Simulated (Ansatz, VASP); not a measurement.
Pt in VASP and in Ansatz

Contents of INCAR:

```
SYSTEM = Pt
ALGO = Fast ; EDIFF = 1E-6
ENCUT = 520 ; GGA = PS
ISIF = 2 ; ISMEAR = 0
LASPH = .True. ; LCHARG = .True.
LELF = .True. ; LREAL = .False.
LVHAR = .True. ; LWAVE = .False.
NBANDS = 17 ; NELM = 100
PREC = Accurate ; SIGMA = 0.15
```

The input KPOINTS:

```
k-points
0
Gamma
  24 24 14
  0 0 0
```

Contents of POSCAR:

```
Pt
1.0
    2.7251696203      0.0000000000      0.0000000000
   -1.3625848102      2.3600661208      0.0000000000
    0.0000000000      0.0000000000      4.7068056308
Pt
2
Direct
    0.6189985107      0.2379970213      0.7500000000
    0.3333333333      0.6666666667      0.2500000000
```

Input for Ansatz:

```yaml
crystal:
  lattice:
    - [2.7251696203, 0.0, 0.0]
    - [-1.3625848102, 2.3600661208, 0.0]
    - [0.0, 0.0, 4.7068056308]
  atoms:
    - { symbol: Pt, position: [0.6189985107, 0.2379970213, 0.75] }
    - { symbol: Pt, position: [0.3333333333, 0.6666666667, 0.25] }
basis:
  ecutwfc: 420
kpoints:
  mp_grid: { grid: [24, 24, 14] }
hamiltonian:
  xc: pbesol
scf:
  occupations: { method: gaussian, width: 0.15 }
output:
  forces: true
  stress: true
  eigenvalues: true
```

Alike in both runs: task single point; functional PBEsol; k mesh 24 × 24 × 14; occupations gaussian, width 0.15 eV; no spin polarisation.

|  | VASP | Ansatz |
| --- | --- | --- |
| version | VASP 6.6.1 | Ansatz 0.2.0 |
| potentials or method | VASP PAW PBE potentials, release 64 (Pt), cutoff 520 eV | scalar-relativistic, plane waves, PAW |
| valence electrons in the cell | 20 | 36 |

|  | VASP | Ansatz | Ansatz less VASP |
| --- | --- | --- | --- |
| gap on the k mesh at the Fermi level (eV) | none | none | - |
| pressure (GPa) | 0.5 | 0.8 | +0.34 |
| traceless stress, the component that is largest in VASP (GPa) | -1.93 | -1.99 | -0.060 |
| rms of the force components (eV/Å) | 0.089 | 0.090 | +0.0018 |

VASP's potentials were made for PBE, not for PBEsol. Atom by atom the forces differ by 0.002 eV/Å (rms over components). A gap of «none» marks a metal or a gap that the smearing closes. VASP's potentials hold 20 valence electrons a cell and Ansatz's 36, so a difference there can come from the potentials and not from the codes.

Neither program's run includes spin-orbit coupling.
